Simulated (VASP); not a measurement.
Wanted: the native input for a VASP 6.6.1 run.

* Task: single point
* Functional: PBE
* Potentials or basis: VASP PAW PBE potentials, release 64 (Ag, In_d, Sn_d, Au, Pb_d)
* Cutoff: 520 eV
* k mesh: 2 × 2 × 2, shifted
* Occupations: gaussian, width 0.1 eV
* Spin: no spin polarisation
* Dipole correction: no
* Further INCAR settings: LREAL = Auto; ALGO = Fast; EDIFF = 1e-07; NBANDS = 142; ISYM = 0

The structure of InAgSnPbAu lies in POSCAR:

```
InAgSnPbAu
1.0
   -7.1674981208      4.8094453916      2.4187445781
    6.7648329057      4.3930175112     -2.7938844623
   -1.8348456937     -4.2192102344     -6.7737430088
Ag In Sn Au Pb
4 4 4 4 4
Direct
    0.1794221500      0.6937553459      0.4439823394
    0.0092558123     -0.0224836755     -0.0109593595
    0.8082030520      0.5874054139      0.4031113885
    0.8701637362      0.3153958221      0.2162805161
    0.1327800574      0.3373057093      0.5547015891
    0.7045317023      0.5888744692      0.7105358596
    0.7322648766      0.2673214646      0.5303997375
    0.7834780779      0.9334543195      0.2305435968
   -0.0149004432      0.2683454656      0.8940203596
    0.1784632284      0.0032109007      0.6888697229
    0.2640876239      0.0545285369      0.3611848505
    0.4648197708      0.1595049634      0.1081326210
    0.6546392534      0.2806591666      0.8535559391
    0.8059309201      0.9091051706      0.5904734416
    0.4720029156      0.8764483965      0.3284841857
    0.9145478118      0.6757470573      0.1182686927
    0.1670240271      0.6997950517      0.9187271685
    0.5399957882      0.8822430619      0.7843148377
    0.3560362123      0.4843022899      0.3061712092
    0.4675594134      0.4896622200     -0.0479152661
```

The input as run:

INCAR

```
  ALGO = Fast
  EDIFF = 1E-7
  ENCUT = 520
  GGA = PE
  ISIF = 2
  ISMEAR = 0
  ISYM = 0
  LASPH = True
  LCHARG = False
  LREAL = Auto
  LWAVE = False
  NBANDS = 142
  NELM = 80
  PREC = Accurate
  SIGMA = 0.1
```

KPOINTS

```
Automatic mesh
0
Gamma
  2 2 2
  0.5 0.5 0.5
```

Potentials or basis: VASP PAW PBE potentials, release 64 (Ag, In_d, Sn_d, Au, Pb_d).

Launch:

```sh
$ cat potpaw_PBE.64/Ag/POTCAR potpaw_PBE.64/In_d/POTCAR potpaw_PBE.64/Sn_d/POTCAR potpaw_PBE.64/Au/POTCAR potpaw_PBE.64/Pb_d/POTCAR > POTCAR
$ mpirun -np 1 vasp_std > vasp.out
```

Results of the run:

The pressure is 0.0 GPa. The largest force is 0.056 eV/Å. The band gap on the k mesh is zero (bands 126 and 127 overlap by 0.41 eV).

Caveat: the k points lie up to 0.44 Å⁻¹ apart; spin-orbit coupling is left out, which moves the levels of the heavy elements.

Run time: 30 min on 1 thread of Intel Xeon 8259CL (shared host), peak memory 0.77 GiB.
